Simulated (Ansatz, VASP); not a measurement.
NaF: VASP beside Ansatz

Contents of INCAR:

```
PREC = Accurate ; ENCUT = 520
EDIFF = 1E-8 ; ISMEAR = -1
SIGMA = 0.02 ; LREAL = F
LASPH = T ; NELM = 60
ALGO = Normal ; ISIF = 2
LWAVE = F ; LCHARG = F
GGA = CA ; LEFG = T
NBANDS = 14
```

The input KPOINTS:

```
regular mesh
0
Gamma
  10 10 10
```

POSCAR

```
NaF
1.0
    0.0464660000      2.3465330000      2.3465330000
    2.3465330000      0.0464660000      2.3465330000
    2.3465330000      2.3465330000      0.0464660000
Na F
1 1
Direct
    0.0000000000      0.0000000000      0.0000000000
    0.5000000000      0.5000000000      0.5000000000
```

Input for Ansatz:

```yaml
crystal:
  lattice:
    - [0.046466, 2.346533, 2.346533]
    - [2.346533, 0.046466, 2.346533]
    - [2.346533, 2.346533, 0.046466]
  atoms:
    - { symbol: Na, position: [0.0, 0.0, 0.0] }
    - { symbol: F, position: [0.5, 0.5, 0.5] }
kpoints:
  mp_grid: { grid: [10, 10, 10] }
scf:
  occupations: { method: fermi_dirac, width: 0.02 }
hamiltonian:
  xc: lda
  pseudopotentials: { kind: all_electron, datasets: crystal }
output:
  forces: true
  stress: true
  eigenvalues: true
  efg: { contact_densities: true }
```

Change from the starting cell: equal xy, yz and zx shear strains of +2 %, crystal datasets.

Alike in both runs: task electric field gradients; functional LDA; k mesh 10 × 10 × 10; occupations fermi-dirac, width 0.02 eV; no spin polarisation.

|  | VASP | Ansatz |
| --- | --- | --- |
| version | VASP 6.6.1 | Ansatz 0.2.0 |
| potentials or method | VASP PAW LDA potentials, release 64 (Na_pv, F), cutoff 520 eV | all-electron PAW with datasets made for the crystal, scalar-relativistic |

```csv
,VASP,Ansatz,Ansatz less VASP
gap on the k mesh at the Fermi level (eV),5.88,5.89,+0.010
pressure (GPa),-4.7,-4.6,+0.12
"traceless stress, the component that is largest in VASP (GPa)",-0.60,-0.60,-0.002
size of Vzz on the site where it differs most (V/Å²),1.8,1.7,-0.06
```

LDA's correlation is that of Perdew and Zunger in VASP and of Perdew and Wang (1992) in Ansatz. Ansatz ran all-electron here, and VASP with PAW potentials.
